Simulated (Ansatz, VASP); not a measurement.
## Two plane-wave programs on GaSb

```
Ga Sb
1.0
     0.00000    3.09624    3.09624
     3.09624    0.00000    3.09624
     3.09624    3.09624    0.00000
Ga Sb
1 1
Cartesian
  0.0000 0.0000 0.0000
  1.5481 1.5481 1.5481
```

Alike in both runs: task single point; functional r2SCAN; k mesh 6 × 6 × 6; occupations fermi-dirac, width 0.02 eV; no spin polarisation.

|  | VASP | Ansatz |
| --- | --- | --- |
| version | VASP 6.6.1 | Ansatz 0.2.0 |
| potentials or method | VASP PAW PBE potentials, release 64 (Ga_d, Sb_d_GW) | plane waves, PAW |
| plane-wave cutoff (eV) | 550 | 500 |
| valence electrons in the cell | 28 | 28 |

|  | VASP | Ansatz | Ansatz less VASP |
| --- | --- | --- | --- |
| pressure (GPa) | -1.5 | -1.5 | 0.00 |

VASP's potentials were made for PBE, not for r2SCAN.

Neither program's run includes spin-orbit coupling.
